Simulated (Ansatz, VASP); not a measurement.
One calculation of MgO, two programs

Contents of POSCAR:

```
MgO
1.0
    0.0000000000      2.0970013927      2.0970013927
    2.0970013927      0.0000000000      2.0970013927
    2.0970013927      2.0970013927      0.0000000000
Mg O
1 1
Direct
    0.0000000000      0.0000000000      0.0000000000
    0.5000000000      0.5000000000      0.5000000000
```

Contents of INCAR.step1:

```
SYSTEM = MgO
PREC = Accurate ; ENCUT = 520
EDIFF = 1E-5 ; ISMEAR = -1
SIGMA = 0.05 ; LREAL = .FALSE.
LASPH = .TRUE. ; NELM = 60
ALGO = Normal ; ISIF = 2
LWAVE = .TRUE. ; GGA = PE
NBANDS = 11
```

File INCAR.step2:

```
SYSTEM = MgO
PREC = Accurate ; ENCUT = 520
EDIFF = 1E-6 ; ISMEAR = -1
SIGMA = 0.05 ; LREAL = .FALSE.
LASPH = .TRUE. ; NELM = 60
ALGO = Normal ; ISIF = 2
LWAVE = .FALSE. ; LCHARG = .TRUE.
GGA = PE ; LHFCALC = .TRUE.
HFSCREEN = 0.2079 ; PRECFOCK = Normal
LELF = .TRUE. ; LVHAR = .TRUE.
ISTART = 1 ; NBANDS = 11
```

The input KPOINTS:

```
regular mesh
0
G
  6 6 6
  0 0 0
```

The input input.yaml:

```yaml
crystal:
  lattice:
    - [0.0, 2.0970013927, 2.0970013927]
    - [2.0970013927, 0.0, 2.0970013927]
    - [2.0970013927, 2.0970013927, 0.0]
  atoms:
    - { symbol: Mg, position: [0.0, 0.0, 0.0] }
    - { symbol: O, position: [0.5, 0.5, 0.5] }
hamiltonian:
  xc: hse06
  pseudopotentials: { kind: paw }
kpoints:
  mp_grid: { grid: [6, 6, 6] }
  band_path:
    path:
      - [[0.0, 0.0, 0.0], [0.5, 0.0, 0.5], [0.5, 0.25, 0.75], [0.375, 0.375, 0.75], [0.0, 0.0, 0.0], [0.5, 0.5, 0.5], [0.625, 0.25, 0.625], [0.5, 0.25, 0.75], [0.5, 0.5, 0.5], [0.375, 0.375, 0.75]]
      - [[0.625, 0.25, 0.625], [0.5, 0.0, 0.5]]
    npoints: 4
scf:
  occupations: { method: fermi_dirac, width: 0.05 }
  n_extra_bands: 6
output:
  forces: true
  stress: true
  eigenvalues: true
  fatbands: false
  write_density: true
  write_potential: true
  elf: true
  volumetric_format: npy
```

Alike in both runs: functional HSE06; k mesh 6 × 6 × 6; occupations fermi-dirac, width 0.05 eV; no spin polarisation.

```csv
,VASP,Ansatz
version,VASP 6.6.1,Ansatz 0.2.0
potentials or method,"VASP PAW PBE potentials, release 64 (Mg, O)",Ansatz PAW
plane-wave cutoff (eV),520,420
valence electrons in the cell,8,16
task,single point,band structure
```

|  | VASP | Ansatz | Ansatz less VASP |
| --- | --- | --- | --- |
| gap on the k mesh at the Fermi level (eV) | 6.58 | 6.62 | +0.046 |
| least direct gap on the mesh (eV) | 6.58 | 6.62 | +0.046 |
| pressure (GPa) | 0.6 | 0.9 | +0.28 |

The functional is the same, so the differences come from potentials, cutoffs and numerics. VASP's potentials hold 8 valence electrons a cell and Ansatz's 16, so a difference there can come from the potentials and not from the codes.

The k mesh is coarse, so the values compare programs but aren't converged.
